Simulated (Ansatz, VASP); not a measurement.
One calculation of Mg2Si, two programs

The input INCAR:

```
ALGO = Normal
EDIFF = 1E-6
ENCUT = 600
GGA = PE
GGA_COMPAT = F
ISIF = 2
ISMEAR = 0
LASPH = T
LCHARG = T
LELF = T
LREAL = F
LVHAR = T
LWAVE = F
NBANDS = 11
NELM = 120
PREC = Accurate
SIGMA = 0.01
```

KPOINTS

```
k-points
0
Gamma
  6 6 6
```

File POSCAR:

```
Mg2Si
1.0
    0.0000000000      3.1813252071      3.1813252071
    3.1813252071      0.0000000000      3.1813252071
    3.1813252071      3.1813252071      0.0000000000
Si Mg
1 2
Direct
    0.0000000000      0.0000000000      0.0000000000
    0.2500000000      0.2500000000      0.2500000000
    0.7500000000      0.7500000000      0.7500000000
```

Input for Ansatz:

```yaml
crystal:
  lattice:
    - [0.0, 3.1813252071, 3.1813252071]
    - [3.1813252071, 0.0, 3.1813252071]
    - [3.1813252071, 3.1813252071, 0.0]
  atoms:
    - { symbol: Si, position: [0.0, 0.0, 0.0] }
    - { symbol: Mg, position: [0.25, 0.25, 0.25] }
    - { symbol: Mg, position: [0.75, 0.75, 0.75] }
kpoints:
  mp_grid: { grid: [6, 6, 6] }
hamiltonian:
  xc: pbe
scf:
  occupations: { method: fixed }
  n_extra_bands: 4
output:
  forces: true
  stress: true
  eigenvalues: true
```

Alike in both runs: task single point; functional PBE; k mesh 6 × 6 × 6; no spin polarisation.

|  | VASP | Ansatz |
| --- | --- | --- |
| version | VASP 6.6.1 | Ansatz 0.2.0 |
| potentials or method | VASP PAW PBE potentials, release 64 (Si, Mg) | plane waves, PAW |
| plane-wave cutoff (eV) | 600 | 420 |
| occupations | gaussian, width 0.01 eV | fixed |
| valence electrons in the cell | 8 | 24 |

```csv
,VASP,Ansatz,Ansatz less VASP
gap on the k mesh at the Fermi level (eV),0.21,0.21,+0.002
pressure (GPa),-0.1,0.0,+0.12
```

VASP's potentials hold 8 valence electrons a cell and Ansatz's 24, so a difference there can come from the potentials and not from the codes.
